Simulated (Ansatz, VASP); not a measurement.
**Two plane-wave programs on Al5C**

INCAR

```
PREC = Accurate
ENCUT = 520
EDIFF = 1E-6
ISMEAR = 0
SIGMA = 0.1
LREAL = F
LASPH = T
NELM = 60
ALGO = Normal
ISIF = 2
LWAVE = F
LCHARG = F
GGA = PE
NBANDS = 18
```

KPOINTS

```
Automatic mesh
0
Gamma
  6 6 4
```

File POSCAR:

```
Al5C
1.0
    4.0214894400      0.0000000000      0.0000000000
   -2.0107447200      3.4827120200      0.0000000000
    0.0000000000      0.0000000000      4.2191990800
Al C
5 1
Direct
    0.3333333300      0.6666666700      0.3118953300
    0.3333333300      0.6666666700      0.6881046700
    0.6666666700      0.3333333300      0.6881046700
    0.6666666700      0.3333333300      0.3118953300
    0.0000000000      0.0000000000      0.5000000000
    0.0000000000      0.0000000000      0.0000000000
```

Input for Ansatz:

```yaml
crystal:
  lattice:
    - [4.02148944, 0.0, 0.0]
    - [-2.01074472, 3.48271202, 0.0]
    - [0.0, 0.0, 4.21919908]
  atoms:
    - { symbol: Al, position: [0.33333333, 0.66666667, 0.31189533] }
    - { symbol: Al, position: [0.33333333, 0.66666667, 0.68810467] }
    - { symbol: Al, position: [0.66666667, 0.33333333, 0.68810467] }
    - { symbol: Al, position: [0.66666667, 0.33333333, 0.31189533] }
    - { symbol: Al, position: [0.0, 0.0, 0.5] }
    - { symbol: C, position: [0.0, 0.0, 0.0] }
basis:
  ecutwfc: 420
kpoints:
  mp_grid: { grid: [6, 6, 4] }
hamiltonian:
  xc: pbe
scf:
  occupations: { method: gaussian, width: 0.1 }
  lower_state_search: "off"
output:
  forces: true
  stress: true
  eigenvalues: true
```

Alike in both runs: task single point; functional PBE; k mesh 6 × 6 × 4; occupations gaussian, width 0.1 eV; no spin polarisation.

```csv
,VASP,Ansatz
version,VASP 6.6.1,Ansatz 0.2.0
potentials or method,"VASP PAW PBE potentials, release 64 (Al, C), cutoff 520 eV","scalar-relativistic, plane waves, PAW"
valence electrons in the cell,19,19
```

Ansatz gave:

* gap on the k mesh at the Fermi level (eV): none
* rms of the force components (eV/Å): 12.653

Question: Estimate VASP's values.

Answer: gap on the k mesh at the Fermi level (eV): none; rms of the force components (eV/Å): 12.556.

Atom by atom the forces differ by 0.098 eV/Å (rms over components). A gap of «none» marks a metal or a gap that the smearing closes.

The k mesh is coarse, so the values compare programs but aren't converged.
